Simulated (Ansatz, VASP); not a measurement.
# Two plane-wave programs on Mn

Contents of INCAR:

```
  ALGO = Normal
  EDIFF = 1E-7
  ENCUT = 520
  GGA = PE
  ISIF = 2
  ISMEAR = 0
  LASPH = True
  LCHARG = False
  LREAL = False
  LWAVE = False
  NBANDS = 12
  NELM = 100
  PREC = Accurate
  SIGMA = 0.05
```

File KPOINTS:

```
k-points
0
Gamma
  20 20 20
```

File POSCAR:

```
Mn
1.0
   -1.3982442304      1.3982442304      1.3982442304
    1.3982442304     -1.3982442304      1.3982442304
    1.3982442304      1.3982442304     -1.3982442304
Mn
1
Direct
    0.0000000000      0.0000000000      0.0000000000
```

Input for Ansatz:

```yaml
crystal:
  lattice:
    - [-1.3982442304, 1.3982442304, 1.3982442304]
    - [1.3982442304, -1.3982442304, 1.3982442304]
    - [1.3982442304, 1.3982442304, -1.3982442304]
  atoms:
    - { symbol: Mn, position: [0.0, 0.0, 0.0] }
basis:
  ecutwfc: 420
  ecutrho_ratio: 4
kpoints:
  mp_grid: { grid: [20, 20, 20] }
hamiltonian:
  xc: pbe
scf:
  occupations: { method: gaussian, width: 0.05 }
output:
  forces: true
  stress: true
  eigenvalues: true
```

Alike in both runs: task single point; functional PBE; k mesh 20 × 20 × 20; occupations gaussian, width 0.05 eV; no spin polarisation.

|  | VASP | Ansatz |
| --- | --- | --- |
| version | VASP 6.6.1 | Ansatz 0.2.0 |
| potentials or method | VASP PAW PBE potentials, release 64 (Mn_pv), cutoff 520 eV | scalar-relativistic, plane waves, PAW |
| valence electrons in the cell | 13 | 15 |

Ansatz gave:

* gap on the k mesh at the Fermi level (eV): none
* pressure (GPa): -4.1

Which values does VASP return?

gap on the k mesh at the Fermi level (eV): none; pressure (GPa): -4.2.

A gap of «none» marks a metal or a gap that the smearing closes. VASP's potentials hold 13 valence electrons a cell and Ansatz's 15, so a difference there can come from the potentials and not from the codes.
